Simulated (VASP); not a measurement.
# BeAl15HN16 (a cell with a defect) in VASP: a series of runs

Aim: see how the results for BeAl15HN16 (a cell with a defect) move with the level of theory and the settings. Levels: PBE, HSE06. Tasks: single point.

Program: VASP 6.6.1. These are calculated values, not measurements. Logs are shortened: lines on timing, memory, paths and dates and some standing lists are left out, and cuts for length are marked.

### Step 1. The cell of the first run

The cell holds a defect, 33 atoms: a = 6.260 Å, b = 6.260 Å, c = 10.035 Å, α = 90.00°, β = 90.00°, γ = 120.00°.

### Step 2. Single point, PBE

INCAR

```
  PREC = Accurate
  ENCUT = 520
  EDIFF = 1E-6
  ISMEAR = 0
  SIGMA = 0.01
  LREAL = Auto
  LASPH = T
  NELM = 120
  ALGO = Normal
  ISIF = 2
  LWAVE = F
  LCHARG = F
  GGA = PE
  NBANDS = 86
  GGA_COMPAT = F
  ISYM = -1
```

KPOINTS

```
explicit points
1
Reciprocal
  0.25000000   0.25000000   0.25000000 1
```

POSCAR

```
BeAl15HN16
1.0
    6.2595139102      0.0000000601      0.0000000000
   -3.1297570100      5.4208980298      0.0000000000
    0.0000000000      0.0000000000     10.0348065900
Al Be N H
15 1 16 1
Direct
    0.3326785622      0.1701131864      0.2414943488
    0.3306356335      0.1719387490      0.7478344903
    0.1659364606      0.3368865955      0.9990707048
    0.3302792578      0.6630722985      0.2547084510
    0.1561920903      0.8194604990      0.5056487513
    0.3333905027      0.6670032100      0.7489221051
    0.1667661497      0.8352672883      0.9992473918
    0.8398096992      0.1725373131      0.2546709347
    0.6832133121      0.3465948948      0.5056602369
    0.8354074958      0.1691710492      0.7489721505
    0.6674755358      0.3359963223      0.9992709199
    0.8340243096      0.6686283655      0.2496407561
    0.6672026854      0.8354666635      0.5021646161
    0.8320363107      0.6706817453      0.7535746108
    0.6654027766      0.8372854681      1.0023315495
    0.1390104137      0.3634415953      0.5163672852
    0.3600211513      0.1427104712      0.4305572573
    0.1683875129      0.3346946670      0.1887307846
    0.3315597528      0.1711796673      0.9393774448
    0.1665398869      0.3355470692      0.6835714639
    0.3237997041      0.6534170102      0.4452649503
    0.1681293590      0.8320814400      0.1890681104
    0.3323983500      0.6703960814      0.9392541279
    0.1659006004      0.8342936192      0.6925346278
    0.8490499074      0.1788333261      0.4452501046
    0.6706045104      0.3344261515      0.1890879699
    0.8323183822      0.1702860558      0.9393365457
    0.6682842487      0.3369012616      0.6925336589
    0.8326073979      0.6701417803      0.4397983459
    0.6669861149      0.8357240054      0.1936629882
    0.8311687950      0.6715630264      0.9422386762
    0.6680083446      0.8345607833      0.6912442623
    0.4524924895      0.0503260451      0.3992495584
```

Potentials or basis: VASP PAW PBE potentials, release 64 (Al, Be, N, H).

Launch:

```sh
> cat potpaw_PBE.64/Al/POTCAR potpaw_PBE.64/Be/POTCAR potpaw_PBE.64/N/POTCAR potpaw_PBE.64/H/POTCAR > POTCAR
> mpirun -np 1 vasp_std > vasp.out
```

OUTCAR:

```text
PREC = Accurate
   ENCUT = 520
   EDIFF = 1E-6
   ISMEAR = 0
   LREAL = Auto
   LASPH = T
   NELM = 120
   ISIF = 2
   GGA = PE
   ISYM = -1

 ion  position               nearest neighbor table
   1  0.333  0.170  0.241-  18 1.86  26 1.91  22 1.91  17 1.92  33 2.05   3 3.03  11 3.03   7 3.03
                             8 3.10   4 3.10  12 3.13  12 3.13   4 3.17   8 3.17   9 3.26   5 3.26
   2  0.331  0.172  0.748-  20 1.89  24 1.91  28 1.91  19 1.92   3 3.09   6 3.09  10 3.09   5 3.09
                             9 3.09   7 3.11  11 3.11  14 3.13  14 3.13  10 3.17   6 3.17
   3  0.166  0.337  0.999-  19 1.89  18 1.90  23 1.90  27 1.91   1 3.03   6 3.08  10 3.08   2 3.09
                             8 3.12   4 3.12   7 3.12  11 3.12  15 3.13  15 3.13  11 3.14   7 3.14
   4  0.330  0.663  0.255-  18 1.90  22 1.91  21 1.91  30 1.93   8 3.07  13 3.08   5 3.09   1 3.10
                             3 3.12  15 3.12  12 3.12  12 3.14   7 3.14   1 3.17   8 3.19
   5  0.156  0.819  0.506-  29 1.88  24 1.88  21 1.91  17 1.93  33 2.00  16 2.80   9 2.96   6 3.03
                            14 3.05   4 3.09   2 3.09  12 3.11  13 3.11  13 3.15   1 3.26   9 3.30
   6  0.333  0.667  0.749-  24 1.90  32 1.90  23 1.91  20 1.91  16 2.87   5 3.03  13 3.07   3 3.08
                             2 3.09   7 3.10  14 3.11  15 3.12  10 3.12  10 3.14  14 3.15   2 3.17
   7  0.167  0.835  0.999-  23 1.89  22 1.90  31 1.91  19 1.92   1 3.03  14 3.06  12 3.09   6 3.10
                             2 3.11  15 3.12   3 3.12  11 3.13  11 3.13   3 3.14   4 3.14  15 3.14
   8  0.840  0.173  0.255-  18 1.90  26 1.91  25 1.91  30 1.93   4 3.07  13 3.08   9 3.09   1 3.10
                             3 3.12  15 3.12  12 3.12  12 3.14  11 3.14   1 3.17   4 3.19
   9  0.683  0.347  0.506-  29 1.88  28 1.88  25 1.91  17 1.93  33 2.00  16 2.80   5 2.96  10 3.03
                            14 3.05   2 3.09   8 3.09  12 3.11  13 3.11  13 3.15   1 3.26   5 3.30
  10  0.835  0.169  0.749-  28 1.90  32 1.90  27 1.91  20 1.91  16 2.87   9 3.03  13 3.07   3 3.08
                             2 3.09  11 3.10  14 3.11  15 3.11   6 3.12   6 3.14  14 3.15   2 3.17
  11  0.667  0.336  0.999-  27 1.89  26 1.90  31 1.91  19 1.92   1 3.03  14 3.06  12 3.09  10 3.10
                             2 3.11  15 3.12   3 3.12   7 3.13   7 3.13   3 3.14   8 3.14  15 3.14
  12  0.834  0.669  0.250-  30 1.90  29 1.91  22 1.91  26 1.91  15 3.08  11 3.09   7 3.09   9 3.11
                             5 3.11  13 3.11   8 3.12   4 3.12   1 3.13   1 3.13   4 3.14   8 3.14
  13  0.667  0.835  0.502-  32 1.90  29 1.90  25 1.95  21 1.95   6 3.07  10 3.07   4 3.08   8 3.08
                            14 3.09   9 3.11   5 3.11  12 3.11   5 3.15   9 3.15
  14  0.832  0.671  0.754-  32 1.88  31 1.89  28 1.91  24 1.91   9 3.05   5 3.05   7 3.06  11 3.06
                            15 3.08  13 3.09  10 3.11   6 3.11   2 3.13   2 3.13   6 3.15  10 3.15
  15  0.665  0.837  0.002-  31 1.90  27 1.91  23 1.91  30 1.92  14 3.08  12 3.08  10 3.11   7 3.12
                            11 3.12   6 3.12   4 3.12   8 3.12   3 3.13   3 3.13  11 3.14   7 3.14
  16  0.139  0.363  0.516-  20 1.70  25 1.74  21 1.74   9 2.80   5 2.80   6 2.87  10 2.87
  17  0.360  0.143  0.431-  33 1.05   1 1.92   9 1.93   5 1.93
  18  0.168  0.335  0.189-   1 1.86   4 1.90   8 1.90   3 1.90
  19  0.332  0.171  0.939-   3 1.89   7 1.92  11 1.92   2 1.92
  20  0.167  0.336  0.684-  16 1.70   2 1.89  10 1.91   6 1.91
  21  0.324  0.653  0.445-  16 1.74   5 1.91   4 1.91  13 1.95
  22  0.168  0.832  0.189-   7 1.90   1 1.91  12 1.91   4 1.91
[... 9 lines left out ...]
  32  0.668  0.835  0.691-  14 1.88  13 1.90   6 1.90  10 1.90
  33  0.452  0.050  0.399-  17 1.05   9 2.00   5 2.00   1 2.05

IMPORTANT INFORMATION: All symmetrisations will be switched off!
NOSYMM: (Re-)initialisation of all symmetry stuff for point group C_1.

----------------------------------------------------------------------------------------

                                     Primitive cell

  volume of cell :     340.5029

  direct lattice vectors                    reciprocal lattice vectors
     6.259513910  0.000000060  0.000000000     0.159756813  0.092235641  0.000000000
    -3.129757010  5.420898030  0.000000000    -0.000000002  0.184471279  0.000000000
     0.000000000  0.000000000 10.034806590     0.000000000  0.000000000  0.099653141

  length of vectors
     6.259513910  6.259513910 10.034806590     0.184471279  0.184471279  0.099653141

  position of ions in fractional coordinates (direct lattice)
     0.332678562  0.170113186  0.241494349
     0.330635634  0.171938749  0.747834490
     0.165936461  0.336886595  0.999070705
     0.330279258  0.663072298  0.254708451
     0.156192090  0.819460499  0.505648751
     0.333390503  0.667003210  0.748922105
[... 25 lines left out ...]
     0.668008345  0.834560783  0.691244262
     0.452492490  0.050326045  0.399249558

  ion indices of the primitive-cell ions
   primitive index   ion index
                 1           1
                 2           2
                 3           3
                 4           4
                 5           5
                 6           6
[... 25 lines left out ...]
                32          32
                33          33

----------------------------------------------------------------------------------------

 KPOINTS: explicit points

Read explicit list of k-points.

 Found      1 k-points:

 Following reciprocal coordinates:
            Coordinates               Weight
  0.250000  0.250000  0.250000      1.000000
   k-points           NKPTS =      1   k-points in BZ     NKDIM =      1   number of bands    NBANDS=     86
   number of dos      NEDOS =    301   number of ions     NIONS =     33
   total plane-waves  NPLWV = 184320
   dimension x,y,z NGX =    48 NGY =   48 NGZ =   80
   dimension x,y,z NGXF=    96 NGYF=   96 NGZF=  160
   ions per type =              15   1  16   1
   NGX,Y,Z   is equivalent  to a cutoff of  12.75, 12.75, 13.25 a.u.
   NGXF,Y,Z  is equivalent  to a cutoff of  25.50, 25.50, 26.51 a.u.
 SYSTEM =  unknown system
   PREC   = accura    normal or accurate (medium, high low for compatibility)
   ISTART =      0    job   : 0-new  1-cont  2-samecut
   ICHARG =      2    charge: 1-file 2-atom 10-const
   ISPIN  =      1    spin polarized calculation?
   LNONCOLLINEAR =      F non collinear calculations
   LSORBIT =      F    spin-orbit coupling
   LASPH  =      T    aspherical Exc in radial PAW
   ENCUT  =  520.0 eV  38.22 Ry    6.18 a.u.  11.64 11.64 18.66*2*pi/ulx,y,z
   NELM   =    120;   NELMIN=  2; NELMDL= -5     # of ELM steps
   EDIFF  = 0.1E-05   stopping-criterion for ELM
   LREAL  =      T    real-space projection
   EDIFFG = 0.1E-04   stopping-criterion for IOM
   NSW    =      0    number of steps for IOM
   IBRION =     -1    ionic relax: 0-MD 1-quasi-New 2-CG
   NFREE  =      0    steps in history (QN), initial steepest desc. (CG)
   ISIF   =      2    stress and relaxation
   ISYM   =     -1    0-nonsym 1-usesym 2-fastsym
   POTIM  = 0.5000    time-step for ionic-motion
   TEBEG  =    0.0;   TEEND  =   0.0 temperature during run
   PSTRESS=    0.0 pullay stress
   NELECT =     128.0000    total number of electrons
   NUPDOWN=      -1.0000    fix difference up-down
   EMIN   =  10.00;   EMAX   =-10.00  energy-range for DOS
   EFERMI =   0.00;   METHOD = LEGACY
   ISMEAR =     0;   SIGMA  =   0.01  broadening in eV -4-tet -1-fermi 0-gaus
   EFERMI_NEDOS =   21; number of points for ismear=-14 and -15
   IALGO  =     38    algorithm
   IMIX   =      4    mixing-type and parameters
     AMIX     =   0.40;   BMIX     =  1.00
     AMIX_MAG =   1.60;   BMIX_MAG =  1.00
  volume/ion in A,a.u.               =      10.32        69.63
  Fermi-wavevector in a.u.,A,eV,Ry     =   1.181511  2.232733 18.993310  1.395969
  Thomas-Fermi vector in A             =   2.317783
   LORBIT       =      0    0 simple, 1 ext, 2 COOP (PROOUT), +10 PAW based schemes
   GGA     = PE    functional components
   LHFCALC =     F    Hartree Fock is set to
   AEXX    =    0.0000 exact exchange contribution
   IVDW    =     0    specifies the selected vdW correction
   LEPSILON=     F    determine dielectric tensor
   LRPA    =     F    only Hartree local field effects (RPA)
 non-spin polarized calculation
 Gauss-broadening in eV      SIGMA  =   0.01
  energy-cutoff  :      520.00
  volume of cell :      340.50
 maximum number of plane-waves:      9148
 NGX is ok and might be reduce to    48
   NGX = 23   NGY = 23   NGZ = 37

 number of electron     127.9999999 magnetization

 Free energy of the ion-electron system (eV)
  ---------------------------------------------------
  ext. energy  EPLUGINS =         0.00000000
  ---------------------------------------------------
  free energy    TOTEN  =      -242.44493607 eV

  energy without entropy =     -242.44493607  energy(sigma->0) =     -242.44493607

 E-fermi :   5.3873     XC(G=0): -10.7914

 val. band max:        5.3347334671   @ k =   0.2500   0.2500   0.2500
 cond. band min:      10.8137505753   @ k =   0.2500   0.2500   0.2500
 fundamental gap:      5.4790171082
 Fermi energy:         5.3872552521

 k-point     1 :       0.2500    0.2500    0.2500
  band No.  band energies     occupation
      1      -9.8040      2.00000
      2      -8.6544      2.00000
      3      -8.3049      2.00000
      4      -8.0456      2.00000
      5      -7.9970      2.00000
      6      -7.7440      2.00000
[... 68 lines left out ...]
     75      12.6955      0.00000
     76      12.7649      0.00000
 [bands above 76 left out]

------------------------ aborting loop because EDIFF is reached ----------------------------------------

  FORCE on cell =-STRESS in cart. coord.  units (eV):
  Direction    XX          YY          ZZ          XY          YZ          ZX
  --------------------------------------------------------------------------------------
  -------------------------------------------------------------------------------------
  Total        0.4300597     -9.4708472      4.7611441     -8.5748744      0.6400394     -0.5447969
  in kB        2.0235712    -44.5634246     22.4027357    -40.3475804      3.0115942     -2.5634470
  external PRESSURE =      -6.7123726 kB  Pullay stress =       0.0000000 kB

 VOLUME and BASIS-vectors are now :
 -----------------------------------------------------------------------------
  energy-cutoff  :      520.00
  volume of cell :      340.50
      direct lattice vectors                 reciprocal lattice vectors
     6.259513910  0.000000060  0.000000000     0.159756813  0.092235641  0.000000000
    -3.129757010  5.420898030  0.000000000    -0.000000002  0.184471279  0.000000000
     0.000000000  0.000000000 10.034806590     0.000000000  0.000000000  0.099653141

 POSITION                                       TOTAL-FORCE (eV/Angst)
 -----------------------------------------------------------------------------------
      1.54999      0.92217      2.42335        -0.007405      0.007792      0.005478
      1.53149      0.93206      7.50437        -0.006096      0.002273     -0.000052
     -0.01569      1.82623     10.02548         0.006943     -0.004801      0.008504
     -0.00787      3.59445      2.55595        -0.008753     -0.012386     -0.003487
     -1.58703      4.44221      5.07409         0.003142      0.012731     -0.003959
     -0.00070      3.61576      7.51529         0.004105     -0.003653      0.012913
[... 25 lines left out ...]
      1.56944      4.52407      6.93650        -0.012769      0.008943     -0.001592
      2.67487      0.27281      4.00639         0.053052     -0.030737     -0.020253
 -----------------------------------------------------------------------------------
    total drift:                               -0.006823      0.003840      0.020955

  FREE ENERGIE OF THE ION-ELECTRON SYSTEM (eV)
  ---------------------------------------------------
  free  energy   TOTEN  =      -242.4449360706 eV

  energy  without entropy=     -242.4449360706  energy(sigma->0) =     -242.44493607
```

Run time: 45 s. Hardware: 1 thread of AMD EPYC 9R45 (Zen 5), shared host; peak memory 0.4 GiB.

Results:

| Quantity | Value |
| --- | --- |
| Free energy | -242.4449 eV |
| Pressure | -0.7 GPa |
| Largest force | 0.065 eV/Å |
| Band gap on the k mesh | 5.48 eV |

Forces on the atoms (eV/Å):
```
Al  -0.007  0.008  0.005
Al  -0.006  0.002  0.000
Al   0.007 -0.005  0.009
Al  -0.009 -0.012 -0.003
Al   0.003  0.013 -0.004
Al   0.004 -0.004  0.013
Al   0.007  0.007  0.013
Al   0.002  0.014  0.000
Al  -0.010 -0.009 -0.008
Al   0.003 -0.003  0.012
Al  -0.001 -0.010  0.013
Al   0.001  0.000  0.005
Al   0.005  0.001  0.007
Al   0.007  0.000  0.005
Al  -0.001 -0.001  0.012
Be   0.013 -0.009 -0.018
N   -0.042  0.022  0.027
N   -0.001  0.001 -0.004
N    0.000 -0.002 -0.012
N    0.009 -0.005  0.035
N   -0.006  0.029 -0.007
N    0.004 -0.005 -0.008
N    0.000  0.001 -0.010
N   -0.015  0.000  0.003
N   -0.020 -0.011 -0.008
N    0.006 -0.002 -0.010
N   -0.008  0.001 -0.011
N   -0.003  0.013  0.003
N    0.006 -0.004  0.001
N    0.019 -0.013 -0.023
N   -0.005  0.003 -0.018
N   -0.013  0.009 -0.002
H    0.053 -0.031 -0.020
```

Stress tensor (GPa, compression positive):
```
 0.20 -4.03 -0.26
-4.03 -4.46  0.30
-0.26  0.30  2.24
```

Levels at points of the mesh, in eV from the valence-band top:
```
           k point  band 60  band 61  band 62  band 63  band 64  band 65  band 66  band 67  band 68  band 69
(0.25, 0.25, 0.25)    -0.38    -0.36    -0.26    -0.23     0.00     5.48     6.15     6.33     6.48     6.61
```

[end of part 1 of 2]
